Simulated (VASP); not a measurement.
Set up this calculation in VASP 6.6.1, as the native input.

```yaml
Task: single point
Functional: PBE
Dispersion: D3(BJ)
Potentials_or_basis: VASP PAW PBE potentials, release 64 (Tl_d)
Cutoff: 520 eV
k_mesh: 15 × 15 × 8
Occupations: gaussian, width 0.1 eV
Spin: no spin polarisation
Dipole_correction: no
Further_INCAR_settings: ALGO = Fast; EDIFF = 1e-07; NBANDS = 20
```

The structure of Tl lies in POSCAR:

```
Tl
1.0
    3.3530077809      0.0000000000      0.0000000000
   -1.6765038905      2.9037899173      0.0000000000
    0.0000000000      0.0000000000      5.3522952275
Tl
2
Direct
    0.3333333333      0.6666666667      0.2500000000
    0.6666666667      0.3333333333      0.7500000000
```

These files were run (other wordings do the same):

INCAR

```
ALGO = Fast
EDIFF = 1E-7
ENCUT = 520
GGA = PE
ISIF = 2
ISMEAR = 0
IVDW = 12
LASPH = True
LCHARG = True
LELF = True
LREAL = False
LVHAR = True
LWAVE = False
NBANDS = 20
NELM = 80
PREC = Accurate
SIGMA = 0.1
```

KPOINTS

```
k-points
0
Gamma
  15 15 8
```

Potentials or basis: VASP PAW PBE potentials, release 64 (Tl_d).

Run with:

```bash
$ cat potpaw_PBE.64/Tl_d/POTCAR > POTCAR
$ mpirun -np 1 vasp_std > vasp.out
```

It gave:

| Quantity | Value |
| --- | --- |
| Pressure | 5.7 GPa |
| Band gap on the k mesh | zero (bands 13 and 14 overlap by 6.39 eV) |
| Dispersion energy per atom | -0.378 eV |

Caveat: the cell stands under pressure; spin-orbit coupling is left out, which moves the levels of the heavy elements.

It took 2.6 min on 1 thread of Intel(R) Xeon(R) Platinum 8375C CPU @ 2.90GHz (Ice Lake), with other jobs on the host, peak memory 0.26 GiB.
